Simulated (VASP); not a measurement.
# CaO (P6_3/mmc) in VASP: single point with PBEsol

Aim: the single point of CaO with PBEsol.

All numbers are computed with VASP 6.6.1; they aren't measurements. Logs are shortened: lines on timing, memory, paths and dates and some standing lists are left out, and cuts for length are marked.

## Step 1: The cell of the first run

Symmetry: P6_3/mmc, No. 194, hexagonal system. The conventional cell has a = 3.992 Å, b = 3.992 Å, c = 4.785 Å, α = 90.00°, β = 90.00°, γ = 120.00°. Within 3.0 Å of Ca (site symmetry -6m2) lie 5 O at 2.30 to 2.39 Å. Within 3.0 Å of O (site symmetry -6m2) lie 5 Ca at 2.30 to 2.39 Å.

## Step 2: Single point, PBEsol

INCAR reads:

```
SYSTEM = CaO
ALGO = Normal ; EDIFF = 1E-6
ENCUT = 600 ; GGA = PS
GGA_COMPAT = .False. ; ISIF = 2
ISMEAR = -1 ; LASPH = .True.
LCHARG = .False. ; LREAL = .False.
LWAVE = .False. ; NBANDS = 24
NELM = 120 ; PREC = Accurate
SIGMA = 0.1
```

KPOINTS reads:

```
k-points
0
Gamma
  4 4 3
  0 0 0
```

POSCAR reads:

```
CaO
1.0
    3.9919760000      0.0000000000      0.0000000000
   -1.9959880000      3.4571520000      0.0000000000
    0.0000000000      0.0000000000      4.7848400000
Ca O
2 2
Direct
    0.3333333333      0.6666666667      0.7500000000
    0.6666666667      0.3333333333      0.2500000000
    0.3333333333      0.6666666667      0.2500000000
    0.6666666667      0.3333333333      0.7500000000
```

Potentials or basis: VASP PAW PBE potentials, release 64 (Ca_sv, O).

Started as:

```
cat potpaw_PBE.64/Ca_sv/POTCAR potpaw_PBE.64/O/POTCAR > POTCAR
mpirun -np 1 vasp_std > vasp.out
```

OUTCAR:

```text
SYSTEM = CaO
   EDIFF = 1E-6
   ENCUT = 600
   GGA = PS
   ISIF = 2
   ISMEAR = -1
   LASPH = .True.
   LREAL = .False.
   NELM = 120
   PREC = Accurate

 ion  position               nearest neighbor table
   1  0.333  0.667  0.750-   4 2.30   4 2.30   4 2.30   3 2.39   3 2.39
   2  0.667  0.333  0.250-   3 2.30   3 2.30   3 2.30   4 2.39   4 2.39
   3  0.333  0.667  0.250-   2 2.30   2 2.30   2 2.30   1 2.39   1 2.39
   4  0.667  0.333  0.750-   1 2.30   1 2.30   1 2.30   2 2.39   2 2.39

  LATTYP: Found a hexagonal cell.
 ALAT       =     3.9919760000
 C/A-ratio  =     1.1986144205

  Lattice vectors:

 A1 = (   3.9919760000,   0.0000000000,   0.0000000000)
 A2 = (  -1.9959880000,   3.4571520000,   0.0000000000)
 A3 = (   0.0000000000,   0.0000000000,   4.7848400000)

Analysis of symmetry for initial positions (statically):
=====================================================================
 Subroutine PRICEL returns:
 Original cell was already a primitive cell.

 Routine SETGRP: Setting up the symmetry group for a
 hexagonal supercell.

 Subroutine GETGRP returns: Found 24 space group operations
 (whereof 12 operations were pure point group operations)
 out of a pool of 24 trial point group operations.

The static configuration has the point symmetry D_3d.
 The point group associated with its full space group is D_6h.

Analysis of symmetry for dynamics (positions and initial velocities):
=====================================================================
 Subroutine PRICEL returns:
 Original cell was already a primitive cell.

 Routine SETGRP: Setting up the symmetry group for a
 hexagonal supercell.

 Subroutine GETGRP returns: Found 24 space group operations
 (whereof 12 operations were pure point group operations)
 out of a pool of 24 trial point group operations.

The dynamic configuration has the point symmetry D_3d.
 The point group associated with its full space group is D_6h.

 Subroutine INISYM returns: Found 24 space group operations
 (whereof 12 operations are pure point group operations),
 and found     1 'primitive' translations

----------------------------------------------------------------------------------------

                                     Primitive cell

  volume of cell :      66.0349

  direct lattice vectors                    reciprocal lattice vectors
     3.991976000  0.000000000  0.000000000     0.250502508  0.144627717  0.000000000
    -1.995988000  3.457152000  0.000000000     0.000000000  0.289255433  0.000000000
     0.000000000  0.000000000  4.784840000     0.000000000  0.000000000  0.208993404

  length of vectors
     3.991976000  3.991975457  4.784840000     0.289255394  0.289255433  0.208993404

  position of ions in fractional coordinates (direct lattice)
     0.333333333  0.666666667  0.750000000
     0.666666667  0.333333333  0.250000000
     0.333333333  0.666666667  0.250000000
     0.666666667  0.333333333  0.750000000

  ion indices of the primitive-cell ions
   primitive index   ion index
                 1           1
                 2           2
                 3           3
                 4           4

----------------------------------------------------------------------------------------

 KPOINTS: k-points

Automatic generation of k-mesh.
 Grid dimensions read from file:
 generate k-points for:    4    4    3

 Generating k-lattice:

  Cartesian coordinates                     Fractional coordinates (reciprocal lattice)
     0.062625627  0.036156929  0.000000000     0.250000000 -0.000000000  0.000000000
     0.000000000  0.072313858  0.000000000     0.000000000  0.250000000  0.000000000
     0.000000000  0.000000000  0.069664468     0.000000000  0.000000000  0.333333333

  Length of vectors
     0.072313849  0.072313858  0.069664468

  Shift w.r.t. Gamma in fractional coordinates (k-lattice)
     0.000000000  0.000000000  0.000000000

 Subroutine IBZKPT returns following result:
 ===========================================

 Found      8 irreducible k-points:

 Following reciprocal coordinates:
            Coordinates               Weight
  0.000000  0.000000  0.000000      1.000000
  0.250000  0.000000  0.000000      6.000000
  0.500000  0.000000  0.000000      3.000000
  0.250000  0.250000  0.000000      6.000000
  0.000000  0.000000  0.333333      2.000000
  0.250000  0.000000  0.333333     12.000000
  0.500000  0.000000  0.333333      6.000000
  0.250000  0.250000  0.333333     12.000000
   k-points           NKPTS =      8   k-points in BZ     NKDIM =      8   number of bands    NBANDS=     24
   number of dos      NEDOS =    301   number of ions     NIONS =      4
   total plane-waves  NPLWV =  40960
   dimension x,y,z NGX =    32 NGY =   32 NGZ =   40
   dimension x,y,z NGXF=    64 NGYF=   64 NGZF=   80
   ions per type =               2   2
   NGX,Y,Z   is equivalent  to a cutoff of  13.33, 13.33, 13.90 a.u.
   NGXF,Y,Z  is equivalent  to a cutoff of  26.65, 26.65, 27.80 a.u.
 SYSTEM =  CaO
   PREC   = accura    normal or accurate (medium, high low for compatibility)
   ISTART =      0    job   : 0-new  1-cont  2-samecut
   ICHARG =      2    charge: 1-file 2-atom 10-const
   ISPIN  =      1    spin polarized calculation?
   LNONCOLLINEAR =      F non collinear calculations
   LSORBIT =      F    spin-orbit coupling
   LASPH  =      T    aspherical Exc in radial PAW
   ENCUT  =  600.0 eV  44.10 Ry    6.64 a.u.   7.97  7.97  9.56*2*pi/ulx,y,z
   NELM   =    120;   NELMIN=  2; NELMDL= -5     # of ELM steps
   EDIFF  = 0.1E-05   stopping-criterion for ELM
   LREAL  =      F    real-space projection
   EDIFFG = 0.1E-04   stopping-criterion for IOM
   NSW    =      0    number of steps for IOM
   IBRION =     -1    ionic relax: 0-MD 1-quasi-New 2-CG
   NFREE  =      0    steps in history (QN), initial steepest desc. (CG)
   ISIF   =      2    stress and relaxation
   ISYM   =      2    0-nonsym 1-usesym 2-fastsym
   POTIM  = 0.5000    time-step for ionic-motion
   TEBEG  =    0.0;   TEEND  =   0.0 temperature during run
   PSTRESS=    0.0 pullay stress
   NELECT =      32.0000    total number of electrons
   NUPDOWN=      -1.0000    fix difference up-down
   EMIN   =  10.00;   EMAX   =-10.00  energy-range for DOS
   EFERMI =   0.00;   METHOD = LEGACY
   ISMEAR =    -1;   SIGMA  =   0.10  broadening in eV -4-tet -1-fermi 0-gaus
   EFERMI_NEDOS =   21; number of points for ismear=-14 and -15
   IALGO  =     38    algorithm
   IMIX   =      4    mixing-type and parameters
     AMIX     =   0.40;   BMIX     =  1.00
     AMIX_MAG =   1.60;   BMIX_MAG =  1.00
  volume/ion in A,a.u.               =      16.51       111.41
  Fermi-wavevector in a.u.,A,eV,Ry     =   1.285879  2.429960 22.497038  1.653486
  Thomas-Fermi vector in A             =   2.417987
   LORBIT       =      0    0 simple, 1 ext, 2 COOP (PROOUT), +10 PAW based schemes
   GGA     = PS    functional components
   LHFCALC =     F    Hartree Fock is set to
   AEXX    =    0.0000 exact exchange contribution
   IVDW    =     0    specifies the selected vdW correction
   LEPSILON=     F    determine dielectric tensor
   LRPA    =     F    only Hartree local field effects (RPA)
 non-spin polarized calculation
  energy-cutoff  :      600.00
  volume of cell :       66.03
 maximum number of plane-waves:      2210
 NGX is ok and might be reduce to    32
   NGX = 15   NGY = 15   NGZ = 19

 number of electron      32.0000000 magnetization

 Free energy of the ion-electron system (eV)
  ---------------------------------------------------
  ext. energy  EPLUGINS =         0.00000000
  ---------------------------------------------------
  free energy    TOTEN  =       -26.45642507 eV

  energy without entropy =      -26.45642502  energy(sigma->0) =      -26.45642504

 E-fermi :   2.7392     XC(G=0):  -9.6420

 val. band max:        1.1956414728   @ k =   0.0000   0.0000   0.0000
 cond. band min:       4.2266589029   @ k =   0.0000   0.0000   0.0000
 fundamental gap:      3.0310174301
 Fermi energy:         2.7391541829

 k-point     1 :       0.0000    0.0000    0.0000
  band No.  band energies     occupation
      1     -36.2245      2.00000
      2     -36.0891      2.00000
      3     -17.6595      2.00000
      4     -17.4084      2.00000
      5     -17.4084      2.00000
      6     -17.2058      2.00000
[... 16 lines left out ...]
     23       9.6582      0.00000
     24       9.7451      0.00000

 k-point     2 :       0.2500    0.0000    0.0000
  band No.  band energies     occupation
      1     -36.2006      2.00000
      2     -36.0997      2.00000
      3     -17.6318      2.00000
      4     -17.5784      2.00000
      5     -17.4717      2.00000
      6     -17.4534      2.00000
[... 16 lines left out ...]
     23       9.3533      0.00000
     24       9.5755      0.00000

 k-point     3 :       0.5000    0.0000    0.0000
  band No.  band energies     occupation
      1     -36.1659      2.00000
      2     -36.1210      2.00000
      3     -17.8326      2.00000
      4     -17.6901      2.00000
      5     -17.4940      2.00000
      6     -17.4501      2.00000
[... 16 lines left out ...]
     23       9.6462      0.00000
     24       9.7340      0.00000

 k-point     4 :       0.2500    0.2500    0.0000
  band No.  band energies     occupation
      1     -36.1660      2.00000
      2     -36.1209      2.00000
      3     -17.7671      2.00000
      4     -17.7055      2.00000
      5     -17.5339      2.00000
      6     -17.4507      2.00000
[... 16 lines left out ...]
     23       9.4476      0.00000
     24       9.8202      0.00000

 k-point     5 :       0.0000    0.0000    0.3333
  band No.  band energies     occupation
      1     -36.1902      2.00000
      2     -36.1225      2.00000
      3     -17.6722      2.00000
      4     -17.4021      2.00000
      5     -17.3572      2.00000
      6     -17.3572      2.00000
[... 16 lines left out ...]
     23       9.9740      0.00000
     24       9.9740      0.00000

 k-point     6 :       0.2500    0.0000    0.3333
  band No.  band energies     occupation
      1     -36.1747      2.00000
      2     -36.1243      2.00000
      3     -17.8892      2.00000
      4     -17.7644      2.00000
      5     -17.3907      2.00000
      6     -17.2843      2.00000
[... 16 lines left out ...]
     23       9.6165      0.00000
     24       9.7692      0.00000

 k-point     7 :       0.5000    0.0000    0.3333
  band No.  band energies     occupation
      1     -36.1538      2.00000
      2     -36.1314      2.00000
      3     -18.0669      2.00000
      4     -17.9963      2.00000
      5     -17.4220      2.00000
      6     -17.2767      2.00000
[... 16 lines left out ...]
     23       9.7642      0.00000
     24       9.8409      0.00000

 k-point     8 :       0.2500    0.2500    0.3333
  band No.  band energies     occupation
      1     -36.1539      2.00000
      2     -36.1313      2.00000
      3     -18.0388      2.00000
      4     -17.9897      2.00000
      5     -17.4642      2.00000
      6     -17.3046      2.00000
[... 16 lines left out ...]
     23       9.6504      0.00000
     24       9.7727      0.00000

------------------------ aborting loop because EDIFF is reached ----------------------------------------

  FORCE on cell =-STRESS in cart. coord.  units (eV):
  Direction    XX          YY          ZZ          XY          YZ          ZX
  --------------------------------------------------------------------------------------
  -------------------------------------------------------------------------------------
  Total       -0.7774767     -0.7774765     -0.8346911      0.0000000      0.0000000      0.0000000
  in kB      -18.8635825    -18.8635757    -20.2517494      0.0000000      0.0000000      0.0000000
  external PRESSURE =     -19.3263025 kB  Pullay stress =       0.0000000 kB

 VOLUME and BASIS-vectors are now :
 -----------------------------------------------------------------------------
  energy-cutoff  :      600.00
  volume of cell :       66.03
      direct lattice vectors                 reciprocal lattice vectors
     3.991976000  0.000000000  0.000000000     0.250502508  0.144627717  0.000000000
    -1.995988000  3.457152000  0.000000000     0.000000000  0.289255433  0.000000000
     0.000000000  0.000000000  4.784840000     0.000000000  0.000000000  0.208993404

 POSITION                                       TOTAL-FORCE (eV/Angst)
 -----------------------------------------------------------------------------------
     -0.00000      2.30477      3.58863        -0.000000      0.000000      0.000000
      1.99599      1.15238      1.19621         0.000000      0.000000     -0.000000
     -0.00000      2.30477      1.19621         0.000000     -0.000000      0.000000
      1.99599      1.15238      3.58863        -0.000000      0.000000     -0.000000
 -----------------------------------------------------------------------------------
    total drift:                                0.000000      0.000000     -0.000000

  FREE ENERGIE OF THE ION-ELECTRON SYSTEM (eV)
  ---------------------------------------------------
  free  energy   TOTEN  =       -26.4564250657 eV

  energy  without entropy=      -26.4564250172  energy(sigma->0) =      -26.45642504
```

Run time: 22 s. Hardware: 1 thread of AMD EPYC 9R14 (Zen 4), shared host; peak memory 0.16 GiB.

What came out:

```
Free energy            : -26.4564 eV
Pressure               : -1.9 GPa
Band gap on the k mesh : 3.03 eV
```

Caveat: the k points lie up to 0.45 Å⁻¹ apart; the PAW data sets were made with another functional, which shifts forces and pressure a little.
